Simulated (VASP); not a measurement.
Runs of VASP 6.6.1 on MnS. The structure is that of space group Fm-3m (No. 225), or close to it. The cells are those of the table. 

| cell | gap on the mesh (eV) | pressure (GPa) | moment (μB) |
| --- | --- | --- | --- |
| a = 3.719 Å, angles 60.0°, 2 atoms | none | -4.3 | 4.77 |
| a = 3.639 Å, angles 60.0°, 2 atoms | none | (a) | 4.58 |
| a = 3.529 Å, angles 60.0°, 2 atoms | none | (c) | (b) |
| a = 3.674 Å, angles 60.0°, 2 atoms | none | -2.8 | 4.67 |
| a = 3.566 Å, angles 60.0°, 2 atoms | none | 2.2 | 4.42 |
| a = 3.603 Å, angles 60.0°, 2 atoms | none | 0.0 | 4.49 |
| a = 3.453 Å, angles 60.0°, 2 atoms | none | 8.4 | 3.98 |
| a = 3.491 Å, angles 60.0°, 2 atoms | none | 6.3 | 4.16 |

Alike in all rows: task single point; level PBE; potentials or basis VASP PAW PBE potentials, release 64 (Mn_pv, S); spin collinear, ferromagnetic start; k mesh 14 × 14 × 14; cutoff (eV) 520; smearing gaussian 0.1 eV.

Fill in the values left out.

(a) -1.6; (b) 4.32; (c) 4.4.

Caveats: a cell with one magnetic atom can't hold antiferromagnetic order, which such compounds often take; semilocal functionals often make such compounds metallic where correlation or magnetic order opens a gap, which also shifts bond lengths; the cell stands under pressure (at least some runs); the cell stands under tension (at least some runs).

A gap of «none» marks levels without a gap at the run's occupations.
